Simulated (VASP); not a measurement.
Input of a VASP 6.6.1 run:

Contents of INCAR:

```
SYSTEM = Pb2F5
PREC = Accurate ; ENCUT = 520
EDIFF = 1E-7 ; ISMEAR = 0
SIGMA = 0.05 ; LREAL = .False.
LASPH = .True. ; NELM = 60
ALGO = Normal ; ISIF = 2
LWAVE = .False. ; LCHARG = .True.
LDIPOL = .True. ; IDIPOL = 3
DIPOL = 0.5 0.5 0.500 ; GGA = PE
LELF = .True. ; LVHAR = .True.
LVACPOTAV = .True. ; NBANDS = 76
```

The input KPOINTS:

```
Automatic mesh
0
Gamma
  6 6 1
  0 0 0
```

Contents of POSCAR:

```
Pb2F5
1.0
    4.2427419540      0.0000000000      0.0000000000
    0.0000000000      4.2427419540      0.0000000000
    0.0000000000      0.0000000000     27.0002864260
F Pb
10 4
Direct
    0.5000000000      0.0000000000      0.2944409263
    0.0000000000      0.5000000000      0.2944409263
    0.0000000000      0.5000000000      0.3896047938
    0.5000000000      0.0000000000      0.3896047938
    0.5000000000      0.0000000000      0.4999999643
    0.0000000000      0.5000000000      0.4999999643
    0.0000000000      0.5000000000      0.6103954643
    0.5000000000      0.0000000000      0.6103954643
    0.5000000000      0.0000000000      0.7055588175
    0.0000000000      0.5000000000      0.7055588175
    0.5000000000      0.5000000000      0.3280504429
    0.0000000000      0.0000000000      0.4442633915
    0.5000000000      0.5000000000      0.5557372307
    0.0000000000      0.0000000000      0.6719490026
```

Potentials or basis: VASP PAW PBE potentials, release 64 (F, Pb_d).

The run is started by

```sh
$ cat potpaw_PBE.64/F/POTCAR potpaw_PBE.64/Pb_d/POTCAR > POTCAR
$ mpirun -np 1 vasp_std > vasp.out
```

Predict the band gap on the k mesh.

zero (bands 63 and 64 overlap by 1.26 eV).

What does it give for the largest force?

0.012 eV/Å.

Forces on the atoms (eV/Å):
```
F    0.000  0.000 -0.011
F    0.000  0.000 -0.011
F    0.000  0.000  0.001
F    0.000  0.000  0.001
F    0.000  0.000  0.000
F    0.000  0.000  0.000
F    0.000  0.000 -0.001
F    0.000  0.000 -0.001
F    0.000  0.000  0.011
F    0.000  0.000  0.011
Pb   0.000  0.000  0.012
Pb   0.000  0.000  0.002
Pb   0.000  0.000 -0.002
Pb   0.000  0.000 -0.012
```

Caveat: spin-orbit coupling is left out, which moves the levels of the heavy elements.
